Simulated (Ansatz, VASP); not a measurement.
## One calculation of Hf2F3, two programs

```
Hf F
1.0
     4.37997    0.00000    0.00000
     0.00000    4.37997    0.00000
     0.00000    0.00000    4.37997
Hf F
2 3
Direct
  0.50000 0.50000 0.50000
  0.00000 0.00000 0.00000
  0.00000 0.50000 0.50000
  0.50000 0.00000 0.50000
  0.50000 0.50000 0.00000
```

Alike in both runs: functional PBE; k mesh 4 × 4 × 4; occupations gaussian, width 0.1 eV; no spin polarisation.

Ansatz relaxed the structure, and its values are those at the end. VASP's run is a single point on that final structure, the one shown.

```csv
,VASP,Ansatz
version,VASP 6.6.1,Ansatz 0.2.0
potentials or method,"VASP PAW PBE potentials, release 64 (Hf_pv, F), cutoff 520 eV","scalar-relativistic, plane waves, PAW"
valence electrons in the cell,41,73
```

Ansatz gave:

```
gap on the k mesh at the Fermi level (eV) : none
pressure (GPa)                            : -0.3
```

Task: What did VASP give for the same quantities?

Result: gap on the k mesh at the Fermi level (eV): none; pressure (GPa): -1.7.

A gap of «none» marks a metal or a gap that the smearing closes. With one functional, cell and mesh, what is left measures potentials, basis and numerics. VASP's potentials hold 41 valence electrons a cell and Ansatz's 73, so a difference there can come from the potentials and not from the codes.

Neither program's run includes spin-orbit coupling.
